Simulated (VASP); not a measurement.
# InSe (C2) in VASP: notebook

InSe is run at these levels: PBE; tasks: single point.

Program: VASP 6.6.1. These are calculated values, not measurements. Logs are shortened: lines on timing, memory, paths and dates and some standing lists are left out, and cuts for length are marked.

## (1) The cell of the first run

Symmetry: C2, No. 5, monoclinic system. The conventional cell has a = 11.209 Å, b = 3.980 Å, c = 6.107 Å, α = 90.00°, β = 110.07°, γ = 90.00°. In (site symmetry 1) has 3 Se at 2.62 to 2.79 Å and 3 In at 2.80 to 3.54 Å within 3.6 Å. Se (site symmetry 1) has 3 In at 2.62 to 2.79 Å within 3.5 Å.

## (2) Single point, PBE (atoms displaced along a vibrational mode, the cell strained)

File INCAR:

```
SYSTEM = InSe
PREC = Accurate ; ENCUT = 520
EDIFF = 1E-7 ; ISMEAR = 0
SIGMA = 0.05 ; LREAL = .FALSE.
LASPH = .TRUE. ; NELM = 80
ALGO = Normal ; ISIF = 2
LWAVE = .FALSE. ; LCHARG = .TRUE.
GGA = PE ; LELF = .TRUE.
LVHAR = .TRUE. ; NBANDS = 27
```

File KPOINTS:

```
Automatic mesh
0
G
  8 8 6
  0 0 0
```

File POSCAR:

```
InSe
1.0
    5.5958799624     -1.9901958089     -0.3065999975
    5.5958799624      1.9901958089     -0.3065999975
   -1.7787110593      0.0000000000      5.8425948173
In Se
2 2
Direct
    0.8758951401      0.8999067711      0.0533034054
    0.1000932289      0.1241048599      0.9466965946
    0.6837848324      0.6488736946      0.6952062322
    0.3511263054      0.3162151676      0.3047937678
```

Potentials or basis: VASP PAW PBE potentials, release 64 (In_d, Se).

Started as:

```console
cat potpaw_PBE.64/In_d/POTCAR potpaw_PBE.64/Se/POTCAR > POTCAR
mpirun -np 1 vasp_std > vasp.out
```

OUTCAR:

```text
SYSTEM = InSe
   PREC = Accurate
   ENCUT = 520
   EDIFF = 1E-7
   ISMEAR = 0
   LREAL = .FALSE.
   LASPH = .TRUE.
   NELM = 80
   ISIF = 2
   GGA = PE

 ion  position               nearest neighbor table
   1  0.876  0.900  0.053-   4 2.62   3 2.69   4 2.79   2 2.80   2 3.54   2 3.54
   2  0.100  0.124  0.947-   3 2.62   4 2.69   3 2.79   1 2.80   1 3.54   1 3.54
   3  0.684  0.649  0.695-   2 2.62   1 2.69   2 2.79
   4  0.351  0.316  0.305-   1 2.62   2 2.69   1 2.79

  LATTYP: Found a base centered monoclinic cell.
 ALAT       =    11.2085460452
 B/A-ratio  =     0.3551211372
 C/A-ratio  =     0.5448833629
 COS(beta)  =    -0.3431415109

  Lattice vectors:

 A1 = (   5.5958799624,  -1.9901958089,  -0.3065999975)
 A2 = (   5.5958799624,   1.9901958089,  -0.3065999975)
 A3 = (  -1.7787110593,   0.0000000000,   5.8425948173)

Analysis of symmetry for initial positions (statically):
=====================================================================
 Subroutine PRICEL returns:
 Original cell was already a primitive cell.

 Routine SETGRP: Setting up the symmetry group for a
 base centered monoclinic supercell.

 Subroutine GETGRP returns: Found  2 space group operations
 (whereof  2 operations were pure point group operations)
 out of a pool of  4 trial point group operations.

The static configuration has the point symmetry C_2 .

Analysis of symmetry for dynamics (positions and initial velocities):
=====================================================================
 Subroutine PRICEL returns:
 Original cell was already a primitive cell.

 Routine SETGRP: Setting up the symmetry group for a
 base centered monoclinic supercell.

 Subroutine GETGRP returns: Found  2 space group operations
 (whereof  2 operations were pure point group operations)
 out of a pool of  4 trial point group operations.

The dynamic configuration has the point symmetry C_2 .

 Subroutine INISYM returns: Found  2 space group operations
 (whereof  2 operations are pure point group operations),
 and found     1 'primitive' translations

----------------------------------------------------------------------------------------

                                     Primitive cell

  volume of cell :     127.9660

  direct lattice vectors                    reciprocal lattice vectors
     5.595879962 -1.990195809 -0.306599997     0.090867142 -0.251231561  0.027663460
     5.595879962  1.990195809 -0.306599997     0.090867142  0.251231561  0.027663460
    -1.778711059  0.000000000  5.842594817     0.009536812  0.000000000  0.174060202

  length of vectors
     5.947163649  5.947163649  6.107350263     0.268587792  0.268587792  0.174321269

  position of ions in fractional coordinates (direct lattice)
     0.875895140  0.899906771  0.053303405
     0.100093229  0.124104860  0.946696595
     0.683784832  0.648873695  0.695206232
     0.351126305  0.316215168  0.304793768

  ion indices of the primitive-cell ions
   primitive index   ion index
                 1           1
                 2           2
                 3           3
                 4           4

----------------------------------------------------------------------------------------

 KPOINTS: Automatic mesh

Automatic generation of k-mesh.
 Grid dimensions read from file:
 generate k-points for:    8    8    6

 Generating k-lattice:

  Cartesian coordinates                     Fractional coordinates (reciprocal lattice)
     0.011358393 -0.031403945  0.003457933     0.125000000  0.000000000  0.000000000
     0.011358393  0.031403945  0.003457933     0.000000000  0.125000000  0.000000000
     0.001589469  0.000000000  0.029010034     0.000000000  0.000000000  0.166666667

  Length of vectors
     0.033573474  0.033573474  0.029053545

  Shift w.r.t. Gamma in fractional coordinates (k-lattice)
     0.000000000  0.000000000  0.000000000

 Subroutine IBZKPT returns following result:
 ===========================================

 Found    114 irreducible k-points:

 Following reciprocal coordinates:
            Coordinates               Weight
  0.000000  0.000000  0.000000      1.000000
  0.125000  0.000000 -0.000000      4.000000
  0.250000  0.000000 -0.000000      4.000000
  0.375000  0.000000  0.000000      4.000000
  0.500000  0.000000 -0.000000      2.000000
  0.125000  0.125000  0.000000      2.000000
[... 16 lines left out ...]
  0.125000  0.000000  0.166667      4.000000
  0.250000  0.000000  0.166667      4.000000
 [... further k-points ...]
   k-points           NKPTS =    114   k-points in BZ     NKDIM =    114   number of bands    NBANDS=     27
   number of dos      NEDOS =    301   number of ions     NIONS =      4
   total plane-waves  NPLWV = 110592
   dimension x,y,z NGX =    48 NGY =   48 NGZ =   48
   dimension x,y,z NGXF=    96 NGYF=   96 NGZF=   96
   ions per type =               2   2
   NGX,Y,Z   is equivalent  to a cutoff of  13.42, 13.42, 13.07 a.u.
   NGXF,Y,Z  is equivalent  to a cutoff of  26.84, 26.84, 26.13 a.u.
 SYSTEM =  InSe
   PREC   = accura    normal or accurate (medium, high low for compatibility)
   ISTART =      0    job   : 0-new  1-cont  2-samecut
   ICHARG =      2    charge: 1-file 2-atom 10-const
   ISPIN  =      1    spin polarized calculation?
   LNONCOLLINEAR =      F non collinear calculations
   LSORBIT =      F    spin-orbit coupling
   LASPH  =      T    aspherical Exc in radial PAW
   ENCUT  =  520.0 eV  38.22 Ry    6.18 a.u.  11.06 11.06 11.36*2*pi/ulx,y,z
   NELM   =     80;   NELMIN=  2; NELMDL= -5     # of ELM steps
   EDIFF  = 0.1E-06   stopping-criterion for ELM
   LREAL  =      F    real-space projection
   EDIFFG = 0.1E-05   stopping-criterion for IOM
   NSW    =      0    number of steps for IOM
   IBRION =     -1    ionic relax: 0-MD 1-quasi-New 2-CG
   NFREE  =      0    steps in history (QN), initial steepest desc. (CG)
   ISIF   =      2    stress and relaxation
   ISYM   =      2    0-nonsym 1-usesym 2-fastsym
   POTIM  = 0.5000    time-step for ionic-motion
   TEBEG  =    0.0;   TEEND  =   0.0 temperature during run
   PSTRESS=    0.0 pullay stress
   NELECT =      38.0000    total number of electrons
   NUPDOWN=      -1.0000    fix difference up-down
   EMIN   =  10.00;   EMAX   =-10.00  energy-range for DOS
   EFERMI =   0.00;   METHOD = LEGACY
   ISMEAR =     0;   SIGMA  =   0.05  broadening in eV -4-tet -1-fermi 0-gaus
   EFERMI_NEDOS =   21; number of points for ismear=-14 and -15
   IALGO  =     38    algorithm
   IMIX   =      4    mixing-type and parameters
     AMIX     =   0.40;   BMIX     =  1.00
     AMIX_MAG =   1.60;   BMIX_MAG =  1.00
  volume/ion in A,a.u.               =      31.99       215.89
  Fermi-wavevector in a.u.,A,eV,Ry     =   1.092206  2.063970 16.230572  1.192913
  Thomas-Fermi vector in A             =   2.228467
   LORBIT       =      0    0 simple, 1 ext, 2 COOP (PROOUT), +10 PAW based schemes
   GGA     = PE    functional components
   LHFCALC =     F    Hartree Fock is set to
   AEXX    =    0.0000 exact exchange contribution
   IVDW    =     0    specifies the selected vdW correction
   LEPSILON=     F    determine dielectric tensor
   LRPA    =     F    only Hartree local field effects (RPA)
 non-spin polarized calculation
 Gauss-broadening in eV      SIGMA  =   0.05
  energy-cutoff  :      520.00
  volume of cell :      127.97
 maximum number of plane-waves:      3473
 NGX is ok and might be reduce to    48
   NGX = 23   NGY = 23   NGZ = 23

 number of electron      38.0000007 magnetization

 Free energy of the ion-electron system (eV)
  ---------------------------------------------------
  ext. energy  EPLUGINS =         0.00000000
  ---------------------------------------------------
  free energy    TOTEN  =       -13.97661401 eV

  energy without entropy =      -13.97661401  energy(sigma->0) =      -13.97661401

 E-fermi :   3.2520     XC(G=0):  -8.4330

 val. band max:        2.9944175227   @ k =   0.5000   0.5000   0.0000
 cond. band min:       4.2761791054   @ k =   0.0000   0.0000   0.5000
 fundamental gap:      1.2817615828
 Fermi energy:         3.2519775240

 k-point     1 :       0.0000    0.0000    0.0000
  band No.  band energies     occupation
      1     -11.5436      2.00000
      2     -11.4214      2.00000
      3     -11.2593      2.00000
      4     -11.2061      2.00000
      5     -11.1681      2.00000
      6     -11.1675      2.00000
[... 19 lines left out ...]
     26       9.4785      0.00000
     27      10.5358      0.00000

 k-point     2 :       0.1250    0.0000   -0.0000
  band No.  band energies     occupation
      1     -11.5396      2.00000
      2     -11.4214      2.00000
      3     -11.3043      2.00000
      4     -11.1978      2.00000
      5     -11.1788      2.00000
      6     -11.1597      2.00000
[... 19 lines left out ...]
     26       9.3191      0.00000
     27      10.7551      0.00000

 k-point     3 :       0.2500    0.0000   -0.0000
  band No.  band energies     occupation
      1     -11.5347      2.00000
      2     -11.4219      2.00000
      3     -11.3829      2.00000
      4     -11.2033      2.00000
      5     -11.1795      2.00000
      6     -11.1655      2.00000
[... 19 lines left out ...]
     26      10.1669      0.00000
     27      10.5966      0.00000

 k-point     4 :       0.3750    0.0000    0.0000
  band No.  band energies     occupation
      1     -11.5446      2.00000
      2     -11.4344      2.00000
      3     -11.4153      2.00000
      4     -11.2283      2.00000
      5     -11.1890      2.00000
      6     -11.1710      2.00000
[... 19 lines left out ...]
     26       9.9614      0.00000
     27      10.5687      0.00000

 k-point     5 :       0.5000    0.0000   -0.0000
  band No.  band energies     occupation
      1     -11.5556      2.00000
      2     -11.4417      2.00000
      3     -11.4161      2.00000
      4     -11.2392      2.00000
      5     -11.1969      2.00000
      6     -11.1724      2.00000
[... 19 lines left out ...]
     26       9.4965      0.00000
     27      10.5826      0.00000

 k-point     6 :       0.1250    0.1250    0.0000
  band No.  band energies     occupation
      1     -11.5379      2.00000
      2     -11.4260      2.00000
      3     -11.2703      2.00000
      4     -11.2048      2.00000
      5     -11.1753      2.00000
      6     -11.1663      2.00000
[... 444 lines left out ...]
      1     -11.4948      2.00000
      2     -11.4441      2.00000
      3     -11.3205      2.00000
      4     -11.2712      2.00000
      5     -11.2020      2.00000
      6     -11.1712      2.00000
[... 19 lines left out ...]
     26       9.8345      0.00000
     27      10.8173      0.00000

 k-point    22 :       0.0000    0.0000    0.1667
  band No.  band energies     occupation
      1     -11.5467      2.00000
      2     -11.4210      2.00000
      3     -11.2589      2.00000
      4     -11.2056      2.00000
      5     -11.1682      2.00000
      6     -11.1677      2.00000
[... 19 lines left out ...]
     26       9.5712      0.00000
     27      10.2713      0.00000

 k-point    23 :       0.1250    0.0000    0.1667
  band No.  band energies     occupation
      1     -11.5438      2.00000
      2     -11.4209      2.00000
      3     -11.3022      2.00000
      4     -11.1973      2.00000
      5     -11.1793      2.00000
      6     -11.1599      2.00000
[... 19 lines left out ...]
     26       9.6252      0.00000
     27      10.5721      0.00000

 k-point    24 :       0.2500    0.0000    0.1667
  band No.  band energies     occupation
      1     -11.5403      2.00000
      2     -11.4211      2.00000
      3     -11.3781      2.00000
      4     -11.2041      2.00000
      5     -11.1793      2.00000
      6     -11.1648      2.00000
[... 19 lines left out ...]
     26      10.4228      0.00000
     27      10.8355      0.00000

 [... further k-points ...]

------------------------ aborting loop because EDIFF is reached ----------------------------------------

  FORCE on cell =-STRESS in cart. coord.  units (eV):
  Direction    XX          YY          ZZ          XY          YZ          ZX
  --------------------------------------------------------------------------------------
  -------------------------------------------------------------------------------------
  Total        1.1908215      0.9309308     -0.1538176      0.0000000      0.0000000      0.7240107
  in kB       14.9094817     11.6555634     -1.9258478      0.0000000      0.0000000      9.0648545
  external PRESSURE =       8.2130658 kB  Pullay stress =       0.0000000 kB

 VOLUME and BASIS-vectors are now :
 -----------------------------------------------------------------------------
  energy-cutoff  :      520.00
  volume of cell :      127.97
      direct lattice vectors                 reciprocal lattice vectors
     5.595879962 -1.990195809 -0.306599997     0.090867142 -0.251231561  0.027663460
     5.595879962  1.990195809 -0.306599997     0.090867142  0.251231561  0.027663460
    -1.778711059  0.000000000  5.842594817     0.009536812  0.000000000  0.174060202

 POSITION                                       TOTAL-FORCE (eV/Angst)
 -----------------------------------------------------------------------------------
      9.84236      0.04779     -0.23303         0.084096     -0.413634      0.145344
     -0.42931      0.04779      5.46243        -0.084096     -0.413634     -0.145344
      6.22083     -0.06948      3.65322        -0.141379      0.413634      0.126510
      3.19222     -0.06948      1.57618         0.141379      0.413634     -0.126510
 -----------------------------------------------------------------------------------
    total drift:                                0.000000     -0.000241     -0.000000

  FREE ENERGIE OF THE ION-ELECTRON SYSTEM (eV)
  ---------------------------------------------------
  free  energy   TOTEN  =       -13.9766140056 eV

  energy  without entropy=      -13.9766140056  energy(sigma->0) =      -13.97661401
```

Run time: 8 min. Hardware: 1 thread of Intel Xeon Platinum 8488C (Sapphire Rapids), shared host; peak memory 0.55 GiB.

What came out:

```
Free energy            : -13.9766 eV
Pressure               : 0.8 GPa
Largest force          : 0.455 eV/Å
Band gap on the k mesh : 1.28 eV (least direct gap 1.39 eV)
```

Forces in eV/Å, atoms in the order of the input:
```
In   0.084 -0.414  0.145
In  -0.084 -0.414 -0.145
Se  -0.141  0.414  0.127
Se   0.141  0.414 -0.127
```

Stress tensor (GPa, compression positive):
```
 1.49  0.00  0.91
 0.00  1.17  0.00
 0.91  0.00 -0.19
```

Levels at points of the mesh, in eV from the valence-band top:
| k point | band 15 | band 16 | band 17 | band 18 | band 19 | band 20 | band 21 | band 22 | band 23 | band 24 |
| --- | --- | --- | --- | --- | --- | --- | --- | --- | --- | --- |
| (0.00, 0.00, 0.00) | -3.22 | -2.10 | -1.45 | -1.21 | -0.76 | 2.33 | 2.77 | 3.35 | 4.83 | 5.40 |
| (0.50, 0.00, 0.00) | -2.55 | -2.45 | -2.18 | -2.03 | -0.86 | 1.37 | 2.38 | 3.60 | 3.97 | 4.30 |
| (0.50, 0.50, 0.00) | -2.51 | -1.77 | -1.52 | -0.52 | 0.00 | 1.84 | 2.88 | 4.01 | 4.27 | 5.28 |
| (0.00, 0.00, 0.50) | -2.25 | -1.66 | -1.41 | -1.15 | -0.70 | 1.28 | 1.91 | 3.66 | 4.56 | 5.59 |
| (0.50, 0.00, 0.50) | -2.92 | -2.61 | -2.01 | -1.90 | -1.12 | 2.35 | 2.68 | 3.95 | 4.30 | 5.11 |
| (0.50, 0.50, 0.50) | -2.52 | -1.46 | -1.21 | -0.88 | -0.10 | 2.04 | 2.98 | 4.05 | 5.14 | 5.53 |

Caveat: the cell differs from its parent crystal (atoms displaced along a vibrational mode, the cell strained); spin-orbit coupling is left out, which moves the levels of the heavy elements. A k mesh can miss the band edges.

[end of part 1 of 3]
